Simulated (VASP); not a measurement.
# PbS (I4/mmm) in VASP: single point with LDA

Aim: the single point of PbS with LDA.

All numbers are computed with VASP 6.6.1; they aren't measurements. Logs are shortened: lines on timing, memory, paths and dates and some standing lists are left out, and cuts for length are marked.

## 1. The cell of the first run

It takes space group I4/mmm (No. 139, tetragonal). The conventional cell has a = 4.109 Å, b = 4.109 Å, c = 5.930 Å, α = 90.00°, β = 90.00°, γ = 90.00°. Pb (site symmetry 4/mmm) has 6 S at 2.91 to 2.96 Å within 3.8 Å. Within 3.8 Å of S (site symmetry 4/mmm) lie 6 Pb at 2.91 to 2.96 Å.

## 2. Single point, LDA (equal xx and yy strain of -2 %)

Input file INCAR:

```
SYSTEM = PbS
PREC = Accurate
ENCUT = 520
EDIFF = 1E-7
ISMEAR = -1
SIGMA = 0.01
LREAL = .FALSE.
LASPH = .TRUE.
NELM = 60
ALGO = Normal
ISIF = 2
LWAVE = .FALSE.
LCHARG = .FALSE.
GGA = CA
NBANDS = 17
```

Input file KPOINTS:

```
regular mesh
0
G
  7 7 7
  0 0 0
```

Input file POSCAR:

```
PbS
1.0
    0.0000000000      2.9057000000      2.9650000000
    2.9057000000      0.0000000000      2.9650000000
    2.9057000000      2.9057000000      0.0000000000
Pb S
1 1
Direct
    0.0000000000      0.0000000000      0.0000000000
    0.5000000000      0.5000000000      0.5000000000
```

Potentials or basis: VASP PAW LDA potentials, release 64 (Pb_d, S).

Command:

```console
> cat potpaw_LDA.64/Pb_d/POTCAR potpaw_LDA.64/S/POTCAR > POTCAR
> mpirun -np 1 vasp_std > vasp.out
```

OUTCAR:

```text
SYSTEM = PbS
   PREC = Accurate
   ENCUT = 520
   EDIFF = 1E-7
   ISMEAR = -1
   LREAL = .FALSE.
   LASPH = .TRUE.
   NELM = 60
   ISIF = 2
   GGA = CA

 ion  position               nearest neighbor table
   1  0.000  0.000  0.000-   2 2.91   2 2.91   2 2.91   2 2.91   2 2.96   2 2.96
   2  0.500  0.500  0.500-   1 2.91   1 2.91   1 2.91   1 2.91   1 2.96   1 2.96

  LATTYP: Found a body centered tetragonal cell.
 ALAT       =     4.1092803482
 C/A-ratio  =     1.4430750636

  Lattice vectors:

 A1 = (  -2.9057000000,   0.0000000000,   2.9650000000)
 A2 = (   2.9057000000,   0.0000000000,   2.9650000000)
 A3 = (   0.0000000000,   2.9057000000,  -2.9650000000)

Analysis of symmetry for initial positions (statically):
=====================================================================
 Subroutine PRICEL returns:
 Original cell was already a primitive cell.

 Routine SETGRP: Setting up the symmetry group for a
 body centered tetragonal supercell.

 Subroutine GETGRP returns: Found 16 space group operations
 (whereof 16 operations were pure point group operations)
 out of a pool of 16 trial point group operations.

The static configuration has the point symmetry D_4h.

Analysis of symmetry for dynamics (positions and initial velocities):
=====================================================================
 Subroutine PRICEL returns:
 Original cell was already a primitive cell.

 Routine SETGRP: Setting up the symmetry group for a
 body centered tetragonal supercell.

 Subroutine GETGRP returns: Found 16 space group operations
 (whereof 16 operations were pure point group operations)
 out of a pool of 16 trial point group operations.

The dynamic configuration has the point symmetry D_4h.

 Subroutine INISYM returns: Found 16 space group operations
 (whereof 16 operations are pure point group operations),
 and found     1 'primitive' translations

----------------------------------------------------------------------------------------

                                     Primitive cell

  volume of cell :      50.0675

  direct lattice vectors                    reciprocal lattice vectors
     0.000000000  2.905700000  2.965000000    -0.172075576  0.172075576  0.168634064
     2.905700000  0.000000000  2.965000000     0.172075576 -0.172075576  0.168634064
     2.905700000  2.905700000  0.000000000     0.172075576  0.172075576 -0.168634064

  length of vectors
     4.151423550  4.151423550  4.109280348     0.296070017  0.296070017  0.296070017

  position of ions in fractional coordinates (direct lattice)
     0.000000000  0.000000000  0.000000000
     0.500000000  0.500000000  0.500000000

  ion indices of the primitive-cell ions
   primitive index   ion index
                 1           1
                 2           2

----------------------------------------------------------------------------------------

 KPOINTS: regular mesh

Automatic generation of k-mesh.
 Grid dimensions read from file:
 generate k-points for:    7    7    7

 Generating k-lattice:

  Cartesian coordinates                     Fractional coordinates (reciprocal lattice)
    -0.024582225  0.024582225  0.024090581     0.142857143  0.000000000  0.000000000
     0.024582225 -0.024582225  0.024090581     0.000000000  0.142857143  0.000000000
     0.024582225  0.024582225 -0.024090581     0.000000000  0.000000000  0.142857143

  Length of vectors
     0.042295717  0.042295717  0.042295717

  Shift w.r.t. Gamma in fractional coordinates (k-lattice)
     0.000000000  0.000000000  0.000000000

 Subroutine IBZKPT returns following result:
 ===========================================

 Found     40 irreducible k-points:

 Following reciprocal coordinates:
            Coordinates               Weight
  0.000000  0.000000  0.000000      1.000000
  0.142857  0.000000  0.000000      8.000000
  0.285714  0.000000  0.000000      8.000000
  0.428571  0.000000  0.000000      8.000000
  0.142857  0.142857  0.000000      2.000000
  0.285714  0.142857  0.000000      8.000000
[... 16 lines left out ...]
  0.428571  0.285714  0.142857      8.000000
 -0.428571  0.285714  0.142857     16.000000
 [... further k-points ...]
   k-points           NKPTS =     40   k-points in BZ     NKDIM =     40   number of bands    NBANDS=     17
   number of dos      NEDOS =    301   number of ions     NIONS =      2
   total plane-waves  NPLWV =  32768
   dimension x,y,z NGX =    32 NGY =   32 NGZ =   32
   dimension x,y,z NGXF=    64 NGYF=   64 NGZF=   64
   ions per type =               1   1
   NGX,Y,Z   is equivalent  to a cutoff of  12.81, 12.81, 12.95 a.u.
   NGXF,Y,Z  is equivalent  to a cutoff of  25.63, 25.63, 25.89 a.u.
 SYSTEM =  PbS
   PREC   = accura    normal or accurate (medium, high low for compatibility)
   ISTART =      0    job   : 0-new  1-cont  2-samecut
   ICHARG =      2    charge: 1-file 2-atom 10-const
   ISPIN  =      1    spin polarized calculation?
   LNONCOLLINEAR =      F non collinear calculations
   LSORBIT =      F    spin-orbit coupling
   LASPH  =      T    aspherical Exc in radial PAW
   ENCUT  =  520.0 eV  38.22 Ry    6.18 a.u.   7.72  7.72  7.64*2*pi/ulx,y,z
   NELM   =     60;   NELMIN=  2; NELMDL= -5     # of ELM steps
   EDIFF  = 0.1E-06   stopping-criterion for ELM
   LREAL  =      F    real-space projection
   EDIFFG = 0.1E-05   stopping-criterion for IOM
   NSW    =      0    number of steps for IOM
   IBRION =     -1    ionic relax: 0-MD 1-quasi-New 2-CG
   NFREE  =      0    steps in history (QN), initial steepest desc. (CG)
   ISIF   =      2    stress and relaxation
   ISYM   =      2    0-nonsym 1-usesym 2-fastsym
   POTIM  = 0.5000    time-step for ionic-motion
   TEBEG  =    0.0;   TEEND  =   0.0 temperature during run
   PSTRESS=    0.0 pullay stress
   NELECT =      20.0000    total number of electrons
   NUPDOWN=      -1.0000    fix difference up-down
   EMIN   =  10.00;   EMAX   =-10.00  energy-range for DOS
   EFERMI =   0.00;   METHOD = LEGACY
   ISMEAR =    -1;   SIGMA  =   0.01  broadening in eV -4-tet -1-fermi 0-gaus
   EFERMI_NEDOS =   21; number of points for ismear=-14 and -15
   IALGO  =     38    algorithm
   IMIX   =      4    mixing-type and parameters
     AMIX     =   0.40;   BMIX     =  1.00
     AMIX_MAG =   1.60;   BMIX_MAG =  1.00
  volume/ion in A,a.u.               =      25.03       168.94
  Fermi-wavevector in a.u.,A,eV,Ry     =   1.205682  2.278408 19.778366  1.453669
  Thomas-Fermi vector in A             =   2.341371
   LORBIT       =      0    0 simple, 1 ext, 2 COOP (PROOUT), +10 PAW based schemes
   GGA     = CA    functional components
   LHFCALC =     F    Hartree Fock is set to
   AEXX    =    0.0000 exact exchange contribution
   IVDW    =     0    specifies the selected vdW correction
   LEPSILON=     F    determine dielectric tensor
   LRPA    =     F    only Hartree local field effects (RPA)
 non-spin polarized calculation
  energy-cutoff  :      520.00
  volume of cell :       50.07
 maximum number of plane-waves:      1379
   NGX = 15   NGY = 15   NGZ = 15

 number of electron      19.9999997 magnetization

 Free energy of the ion-electron system (eV)
  ---------------------------------------------------
  ext. energy  EPLUGINS =         0.00000000
  ---------------------------------------------------
  free energy    TOTEN  =        -9.99670691 eV

  energy without entropy =       -9.99670691  energy(sigma->0) =       -9.99670691

 E-fermi :   6.1386     XC(G=0): -10.2188

 val. band max:        5.8447978943   @ k =   0.4286   0.0000   0.0000
 cond. band min:       6.6855279565   @ k =   0.4286   0.0000   0.0000
 fundamental gap:      0.8407300622
 Fermi energy:         6.1386361175

 k-point     1 :       0.0000    0.0000    0.0000
  band No.  band energies     occupation
      1     -10.7026      2.00000
      2     -10.7026      2.00000
      3     -10.7015      2.00000
      4     -10.7006      2.00000
      5     -10.6888      2.00000
      6      -7.8045      2.00000
[... 9 lines left out ...]
     16      12.7372      0.00000
     17      14.4679      0.00000

 k-point     2 :       0.1429    0.0000    0.0000
  band No.  band energies     occupation
      1     -10.7080      2.00000
      2     -10.7012      2.00000
      3     -10.7009      2.00000
      4     -10.6900      2.00000
      5     -10.6882      2.00000
      6      -7.6159      2.00000
[... 9 lines left out ...]
     16      13.2107      0.00000
     17      16.0378      0.00000

 k-point     3 :       0.2857    0.0000    0.0000
  band No.  band energies     occupation
      1     -10.7227      2.00000
      2     -10.7157      2.00000
      3     -10.7002      2.00000
      4     -10.6683      2.00000
      5     -10.6651      2.00000
      6      -7.1016      2.00000
[... 9 lines left out ...]
     16      14.2891      0.00000
     17      18.3822      0.00000

 k-point     4 :       0.4286    0.0000    0.0000
  band No.  band energies     occupation
      1     -10.7344      2.00000
      2     -10.7288      2.00000
      3     -10.7001      2.00000
      4     -10.6510      2.00000
      5     -10.6450      2.00000
      6      -6.5193      2.00000
[... 9 lines left out ...]
     16      15.8114      0.00000
     17      17.2394      0.00000
[... 343 lines left out ...]
      1     -10.7167      2.00000
      2     -10.7078      2.00000
      3     -10.6995      2.00000
      4     -10.6859      2.00000
      5     -10.6738      2.00000
      6      -7.3145      2.00000
[... 9 lines left out ...]
     16      14.6726      0.00000
     17      16.0286      0.00000

 k-point    23 :       0.4286    0.2857    0.1429
  band No.  band energies     occupation
      1     -10.7759      2.00000
      2     -10.7027      2.00000
      3     -10.6969      2.00000
      4     -10.6611      2.00000
      5     -10.6583      2.00000
      6      -6.6844      2.00000
[... 9 lines left out ...]
     16      16.6197      0.00000
     17      16.7859      0.00000

 k-point    24 :      -0.4286    0.2857    0.1429
  band No.  band energies     occupation
      1     -10.7900      2.00000
      2     -10.7067      2.00000
      3     -10.6858      2.00000
      4     -10.6683      2.00000
      5     -10.6460      2.00000
      6      -6.1902      2.00000
[... 9 lines left out ...]
     16      16.6100      0.00000
     17      17.8240      0.00000

 [... further k-points ...]

------------------------ aborting loop because EDIFF is reached ----------------------------------------

  FORCE on cell =-STRESS in cart. coord.  units (eV):
  Direction    XX          YY          ZZ          XY          YZ          ZX
  --------------------------------------------------------------------------------------
  -------------------------------------------------------------------------------------
  Total        0.2506178      0.2506178     -0.6254446      0.0000000      0.0000000      0.0000000
  in kB        8.0198487      8.0198487    -20.0144282      0.0000000      0.0000000      0.0000000
  external PRESSURE =      -1.3249102 kB  Pullay stress =       0.0000000 kB

 VOLUME and BASIS-vectors are now :
 -----------------------------------------------------------------------------
  energy-cutoff  :      520.00
  volume of cell :       50.07
      direct lattice vectors                 reciprocal lattice vectors
     0.000000000  2.905700000  2.965000000    -0.172075576  0.172075576  0.168634064
     2.905700000  0.000000000  2.965000000     0.172075576 -0.172075576  0.168634064
     2.905700000  2.905700000  0.000000000     0.172075576  0.172075576 -0.168634064

 POSITION                                       TOTAL-FORCE (eV/Angst)
 -----------------------------------------------------------------------------------
      0.00000      0.00000      0.00000         0.000000     -0.000000      0.000000
      2.90570      2.90570      2.96500        -0.000000      0.000000     -0.000000
 -----------------------------------------------------------------------------------
    total drift:                                0.000000     -0.000000     -0.000000

  FREE ENERGIE OF THE ION-ELECTRON SYSTEM (eV)
  ---------------------------------------------------
  free  energy   TOTEN  =        -9.9967069075 eV

  energy  without entropy=       -9.9967069075  energy(sigma->0) =       -9.99670691
```

Run time: 20 s. Hardware: 1 thread of Intel Xeon Platinum 8259CL at 2.50GHz (Skylake/Cascade Lake), shared host; peak memory 0.17 GiB.

What came out:

```yaml
Free_energy: -9.9967 eV
Pressure: -0.1 GPa
Band_gap_on_the_k_mesh: 0.84 eV
```

Stress tensor (GPa, compression positive):
```
 0.80  0.00  0.00
 0.00  0.80  0.00
 0.00  0.00 -2.00
```

Caveat: the cell differs from its parent crystal (equal xx and yy strain of -2 %); spin-orbit coupling is left out, which moves the levels of the heavy elements; an odd mesh through Γ misses points on the zone boundary, where band edges can lie.
